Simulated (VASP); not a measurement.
# CsH: single point with r2SCAN

CsH:

```
Cs H
1.0
     3.18800    3.18800    0.00000
    -3.18800    3.18800    0.00000
     0.00000    0.00000    6.37600
Cs H
2 2
Direct
  0.00000 0.00000 0.00000
  0.50000 0.50000 0.50000
  0.50000 0.50000 0.00000
  0.00000 0.00000 0.50000
```

```
Program                : VASP 6.6.1
Task                   : single point
Functional             : r2SCAN
Potentials or basis    : VASP PAW PBE potentials, release 64 (Cs_sv, H)
Cutoff                 : 520 eV
k mesh                 : 6 × 6 × 4
Occupations            : gaussian, width 0.02 eV
Spin                   : no spin polarisation
Dipole correction      : no
Further INCAR settings : ALGO = Normal; EDIFF = 1e-06; NBANDS = 18
```

```yaml
Pressure: 0.0 GPa
Band_gap_on_the_k_mesh: 2.66 eV
```

Levels at points of the mesh, in eV from the valence-band top:
```csv
k point,band 7,band 8,band 9,band 10,band 11,band 12,band 13,band 14
"(0.00, 0.00, 0.00)",-8.16,-8.16,-1.65,-1.15,3.50,5.69,5.69,5.69
"(0.50, 0.00, 0.00)",-8.25,-8.25,-0.42,-0.42,3.71,3.71,4.54,4.54
"(0.50, 0.50, 0.00)",-8.43,-8.43,-1.15,-1.15,3.50,3.50,6.08,6.08
"(0.00, 0.00, 0.50)",-8.30,-8.30,-0.95,-0.95,4.29,4.29,4.81,4.81
"(0.50, 0.00, 0.50)",-8.25,-8.25,0.00,0.00,2.66,2.66,5.25,5.25
"(0.50, 0.50, 0.50)",-8.47,-8.47,-0.73,-0.73,4.57,4.57,4.57,4.57
```

It took 2.7 min on 1 thread of Intel(R) Xeon(R) 6975P-C (Granite Rapids), on a shared host, peak memory 0.28 GiB.

Caveat: the PAW data sets were made with another functional, which shifts forces and pressure a little; spin-orbit coupling is left out, which moves the levels of the heavy elements. A k mesh can miss the band edges.
